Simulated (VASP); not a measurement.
# H (P1) in VASP: single point with PBEsol

Aim: the single point of H with PBEsol.

Everything below comes from runs of VASP 6.6.1. Logs are shortened: lines on timing, memory, paths and dates and some standing lists are left out, and cuts for length are marked.

## 1. The cell of the first run

The typed cell holds 16 atoms: a = 10.356 Å, b = 10.356 Å, c = 10.372 Å, α = 119.91°, β = 119.91°, γ = 90.08°.

## 2. Single point, PBEsol

INCAR

```
SYSTEM = H
ALGO = Normal
EDIFF = 1E-6
ENCUT = 520
GGA = PS
ISIF = 2
ISMEAR = -1
LASPH = .True.
LCHARG = .False.
LREAL = Auto
LWAVE = .False.
NBANDS = 22
NELM = 100
PREC = Accurate
SIGMA = 0.1551
```

KPOINTS

```
k-points
0
Gamma
  4 4 4
  0 0 0
```

POSCAR

```
H
1.0
    7.3179899665     -7.3278838611      0.0000000000
    7.3179899665      7.3278838611      0.0000000000
   -7.3179899665      0.0000000000      7.3495262750
H
16
Direct
    0.0243101213      0.0641350946      0.7972329234
    0.7481029084      0.1523935555      0.5964541783
    0.4162570164      0.8445947185      0.2489615635
    0.9355850413      0.4556794786      0.4194706844
    0.4253914399      0.8098962547      0.8259159857
    0.2271231001      0.6005623792      0.0252704588
    0.6633668711      0.4013535105      0.9935188827
    0.5706498170      0.7149438158      0.0885468137
    0.4526372992      0.7364795391      0.8135611423
    0.1707482085      0.6392536524      0.0418417426
    0.7133345117      0.3484490369      0.9904319774
    0.4822681534      0.6688596166      0.0083880910
    0.0869617899      0.0369873202      0.8435366253
    0.8209585006      0.1468999974      0.6697089248
    0.4093830848      0.9261525495      0.2969349702
    0.8529221363      0.4533594804      0.3402250360
```

Potentials or basis: VASP PAW PBE potentials, release 64 (H).

Run with:

```bash
cat potpaw_PBE.64/H/POTCAR > POTCAR
mpirun -np 1 vasp_std > vasp.out
```

OUTCAR:

```text
SYSTEM = H
   EDIFF = 1E-6
   ENCUT = 520
   GGA = PS
   ISIF = 2
   ISMEAR = -1
   LASPH = .True.
   LREAL = Auto
   NELM = 100
   PREC = Accurate

 ion  position               nearest neighbor table
   1  0.024  0.064  0.797-  13 0.75
   2  0.748  0.152  0.596-  14 0.79
   3  0.416  0.845  0.249-  15 0.76
   4  0.936  0.456  0.419-  16 0.83
   5  0.425  0.810  0.826-   9 0.78
   6  0.227  0.601  0.025-  10 0.75
[... 8 lines left out ...]
  15  0.409  0.926  0.297-   3 0.76
  16  0.853  0.453  0.340-   4 0.83

  LATTYP: Found a face centered orthorhombic cell.
 ALAT       =    14.6359799330
 B/A-ratio  =     1.0013519962
 C/A-ratio  =     1.0043094222

  Lattice vectors:

 A1 = (   0.0000000000,   7.3278838611,   7.3495262750)
 A2 = (   7.3179899665,   0.0000000000,   7.3495262750)
 A3 = (   7.3179899665,   7.3278838611,   0.0000000000)

Analysis of symmetry for initial positions (statically):
=====================================================================
 Subroutine PRICEL returns:
 Original cell was already a primitive cell.

 Routine SETGRP: Setting up the symmetry group for a
 face centered orthorhombic supercell.

 Subroutine GETGRP returns: Found  1 space group operations
 (whereof  1 operations were pure point group operations)
 out of a pool of  8 trial point group operations.

The static configuration has the point symmetry C_1 .

Analysis of symmetry for dynamics (positions and initial velocities):
=====================================================================
 Subroutine PRICEL returns:
 Original cell was already a primitive cell.

 Routine SETGRP: Setting up the symmetry group for a
 face centered orthorhombic supercell.

 Subroutine GETGRP returns: Found  1 space group operations
 (whereof  1 operations were pure point group operations)
 out of a pool of  8 trial point group operations.

The dynamic configuration has the point symmetry C_1 .

 Subroutine INISYM returns: Found  1 space group operations
 (whereof  1 operations are pure point group operations),
 and found     1 'primitive' translations

----------------------------------------------------------------------------------------

                                     Primitive cell

[... 119 lines left out ...]
   LREAL  =      T    real-space projection
   EDIFFG = 0.1E-04   stopping-criterion for IOM
   NSW    =      0    number of steps for IOM
   IBRION =     -1    ionic relax: 0-MD 1-quasi-New 2-CG
   NFREE  =      0    steps in history (QN), initial steepest desc. (CG)
   ISIF   =      2    stress and relaxation
   ISYM   =      2    0-nonsym 1-usesym 2-fastsym
   POTIM  = 0.5000    time-step for ionic-motion
   TEBEG  =    0.0;   TEEND  =   0.0 temperature during run
   PSTRESS=    0.0 pullay stress
   NELECT =      16.0000    total number of electrons
   NUPDOWN=      -1.0000    fix difference up-down
   EMIN   =  10.00;   EMAX   =-10.00  energy-range for DOS
   EFERMI =   0.00;   METHOD = LEGACY
   ISMEAR =    -1;   SIGMA  =   0.16  broadening in eV -4-tet -1-fermi 0-gaus
   EFERMI_NEDOS =   21; number of points for ismear=-14 and -15
   IALGO  =     38    algorithm
   IMIX   =      4    mixing-type and parameters
     AMIX     =   0.40;   BMIX     =  1.00
     AMIX_MAG =   1.60;   BMIX_MAG =  1.00
  volume/ion in A,a.u.               =      49.27       332.46
  Fermi-wavevector in a.u.,A,eV,Ry     =   0.446576  0.843905  2.713406  0.199430
  Thomas-Fermi vector in A             =   1.424956
   LORBIT       =      0    0 simple, 1 ext, 2 COOP (PROOUT), +10 PAW based schemes
   GGA     = PS    functional components
   LHFCALC =     F    Hartree Fock is set to
   AEXX    =    0.0000 exact exchange contribution
   IVDW    =     0    specifies the selected vdW correction
   LEPSILON=     F    determine dielectric tensor
   LRPA    =     F    only Hartree local field effects (RPA)
 non-spin polarized calculation
  energy-cutoff  :      520.00
  volume of cell :      788.24
 maximum number of plane-waves:     21269
 NGX is ok and might be reduce to    80
   NGX = 39   NGY = 39   NGZ = 39

 number of electron      16.0000000 magnetization

 Free energy of the ion-electron system (eV)
  ---------------------------------------------------
  ext. energy  EPLUGINS =         0.00000000
  ---------------------------------------------------
  free energy    TOTEN  =       -51.98205839 eV

  energy without entropy =      -51.98205839  energy(sigma->0) =      -51.98205839

 E-fermi :  -5.4415     XC(G=0):  -2.2456

 val. band max:       -9.2500757885   @ k =   0.5000   0.0000   0.0000
 cond. band min:      -0.3092779501   @ k =   0.0000   0.5000   0.0000
 fundamental gap:      8.9407978384
 Fermi energy:        -5.4415027976

 k-point     1 :       0.0000    0.0000    0.0000
  band No.  band energies     occupation
      1     -10.4379      2.00000
      2     -10.1152      2.00000
      3     -10.0645      2.00000
      4      -9.9339      2.00000
      5      -9.5595      2.00000
      6      -9.4019      2.00000
[... 541 lines left out ...]
     19       1.6622      0.00000
     20       1.7410      0.00000

 [... further k-points ...]

 [bands above 20 left out]

------------------------ aborting loop because EDIFF is reached ----------------------------------------

  FORCE on cell =-STRESS in cart. coord.  units (eV):
  Direction    XX          YY          ZZ          XY          YZ          ZX
  --------------------------------------------------------------------------------------
  -------------------------------------------------------------------------------------
  Total       -0.1388470     -1.4494318     -1.2190255     -0.0193607      0.9939076     -0.1918749
  in kB       -0.2822198     -2.9461079     -2.4777851     -0.0393525      2.0202116     -0.3900039
  external PRESSURE =      -1.9020376 kB  Pullay stress =       0.0000000 kB

 VOLUME and BASIS-vectors are now :
 -----------------------------------------------------------------------------
  energy-cutoff  :      520.00
  volume of cell :      788.24
      direct lattice vectors                 reciprocal lattice vectors
     7.317989966 -7.327883861  0.000000000     0.068324773 -0.068232522  0.068031596
     7.317989966  7.327883861  0.000000000     0.068324773  0.068232522  0.068031596
    -7.317989966  0.000000000  7.349526275     0.000000000  0.000000000  0.136063191

 POSITION                                       TOTAL-FORCE (eV/Angst)
 -----------------------------------------------------------------------------------
     -5.18690      0.29183      5.85928         0.051976      0.408563     -0.216641
      2.22498     -4.36529      4.38366        -0.051755     -0.650003      0.605472
      7.40500      3.13881      1.82975         0.091563      0.180390      0.129338
      7.11158     -3.51669      3.08291        -0.099457      1.343352     -1.319510
      2.99578      2.81761      6.07009        -0.222464     -0.713331     -0.124821
      5.87207      2.73652      0.18573         0.029740     -0.254486     -0.098232
[... 8 lines left out ...]
      7.60047      3.78683      2.18233         0.000876     -0.138538     -0.023173
      7.06959     -2.92795      2.50049         0.099006     -1.347484      1.326880
 -----------------------------------------------------------------------------------
    total drift:                                0.000238      0.000012     -0.000091

  FREE ENERGIE OF THE ION-ELECTRON SYSTEM (eV)
  ---------------------------------------------------
  free  energy   TOTEN  =       -51.9820583930 eV

  energy  without entropy=      -51.9820583926  energy(sigma->0) =      -51.98205839
```

OSZICAR:

```text
N       E                     dE             d eps       ncg     rms          rms(c)
DAV:   1     0.293606974836E+02    0.29361E+02   -0.37180E+03  1584   0.428E+02
DAV:   2    -0.451994986636E+02   -0.74560E+02   -0.72713E+02  1878   0.970E+01
DAV:   3    -0.563696095479E+02   -0.11170E+02   -0.11144E+02  2262   0.394E+01
[... 11 lines left out ...]
DAV:  15    -0.519820313016E+02   -0.59085E-05   -0.40793E-06  1956   0.800E-03    0.202E-03
DAV:  16    -0.519820515441E+02   -0.20243E-04   -0.18799E-06  1824   0.479E-03    0.672E-04
DAV:  17    -0.519820571087E+02   -0.55646E-05   -0.50980E-07  1662   0.255E-03    0.528E-04
DAV:  18    -0.519820582942E+02   -0.11855E-05   -0.14201E-07  1560   0.128E-03    0.173E-04
DAV:  19    -0.519820583930E+02   -0.98786E-07   -0.18099E-08  1732   0.536E-04
   1 F= -.51982058E+02 E0= -.51982058E+02  d E =-.350857E-09
```

stdout:

```text
POSCAR found type information on POSCAR H
 POSCAR found :  1 types and      16 ions
 scaLAPACK will be used
 -----------------------------------------------------------------------------
|                                                                             |
|                                                                             |
|     You enforced a specific xc type in the INCAR file but a different       |
|     I HOPE YOU KNOW WHAT YOU ARE DOING!                                     |
|                                                                             |
 -----------------------------------------------------------------------------

 LDA part: xc-table for (Slater+PW92), standard interpolation
 POSCAR, INCAR and KPOINTS ok, starting setup
 FFT: planning ... GRIDC
 FFT: planning ... GRID_SOFT
 FFT: planning ... GRID
 WAVECAR not read
 entering main loop
```

Wall time 17 min (1 thread of Intel Xeon 6975P-C (Granite Rapids), shared host); peak memory 1.1 GiB.

Results:

```
Free energy            : -51.9821 eV
Pressure               : -0.2 GPa
Largest force          : 1.894 eV/Å
Band gap on the k mesh : 8.94 eV, indirect (the least direct gap lies 3.9 meV higher)
```

Forces on the atoms (eV/Å):
```
H    0.052  0.409 -0.217
H   -0.052 -0.650  0.605
H    0.092  0.180  0.129
H   -0.099  1.343 -1.320
H   -0.222 -0.713 -0.125
H    0.030 -0.254 -0.098
H    0.002  0.160  0.000
H   -0.305  0.184 -0.383
H    0.273  0.754  0.072
H   -0.122  0.223  0.000
H    0.001 -0.152 -0.007
H    0.253 -0.237  0.427
H   -0.052 -0.423  0.221
H    0.051  0.663 -0.609
H    0.001 -0.139 -0.023
H    0.099 -1.347  1.327
```

Stress tensor (GPa, compression positive):
```
-0.03  0.00 -0.04
 0.00 -0.29  0.20
-0.04  0.20 -0.25
```

Levels at points of the mesh, in eV from the valence-band top:
| k point | band 5 | band 6 | band 7 | band 8 | band 9 | band 10 | band 11 | band 12 |
| --- | --- | --- | --- | --- | --- | --- | --- | --- |
| (0.00, 0.00, 0.00) | -0.31 | -0.15 | -0.11 | -0.01 | 9.03 | 9.28 | 9.43 | 9.47 |
| (0.50, 0.00, 0.00) | -0.31 | -0.14 | -0.13 | 0.00 | 9.11 | 9.25 | 9.40 | 9.48 |
| (0.00, 0.50, 0.50) | -0.31 | -0.14 | -0.13 | 0.00 | 9.07 | 9.27 | 9.33 | 9.50 |
| (0.00, 0.50, 0.00) | -0.31 | -0.15 | -0.10 | 0.00 | 8.94 | 9.18 | 9.39 | 9.65 |
| (0.50, 0.00, 0.50) | -0.31 | -0.16 | -0.10 | -0.01 | 9.07 | 9.20 | 9.35 | 9.41 |
| (0.50, 0.50, 0.00) | -0.31 | -0.14 | -0.12 | -0.01 | 8.97 | 9.25 | 9.42 | 9.55 |
| (0.00, 0.00, 0.50) | -0.32 | -0.14 | -0.12 | 0.00 | 9.01 | 9.30 | 9.37 | 9.56 |
| (0.50, 0.50, 0.50) | -0.32 | -0.15 | -0.11 | 0.00 | 9.05 | 9.13 | 9.45 | 9.52 |

Caveat: the PAW data sets were made with another functional, which shifts forces and pressure a little.
